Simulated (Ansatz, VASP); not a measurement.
**Cr: VASP beside Ansatz**

```
CELL_PARAMETERS angstrom
2.81453 0.00000 0.00000
0.00000 2.81453 0.00000
0.00000 0.00000 2.81453
ATOMIC_POSITIONS crystal
Cr 0.00000 0.00000 0.00000
Cr 0.50000 0.50000 0.50000
```

Alike in both runs: task single point; functional PBEsol; k mesh 18 × 18 × 18; occupations fermi-dirac, width 0.05 eV; collinear spin.

|  | VASP | Ansatz |
| --- | --- | --- |
| version | VASP 6.6.1 | Ansatz 0.2.0 |
| potentials or method | VASP PAW PBE potentials, release 64 (Cr_pv), cutoff 500 eV | all-electron LAPW, scalar-relativistic |

|  | VASP | Ansatz | Ansatz less VASP |
| --- | --- | --- | --- |
| pressure (GPa) | 0.3 | -0.1 | -0.47 |
| net moment per atom (μB) | 0.00 | 0.00 | 0.000 |
| size of the moment on the site where the two differ most (μB) | 0.44 | 0.00 | -0.441 |

VASP's potentials were made for PBE, not for PBEsol. Site moments also hang on the region over which each program counts them. Ansatz ran all-electron here, and VASP with PAW potentials. Ansatz's warnings: seeded moment not kept.
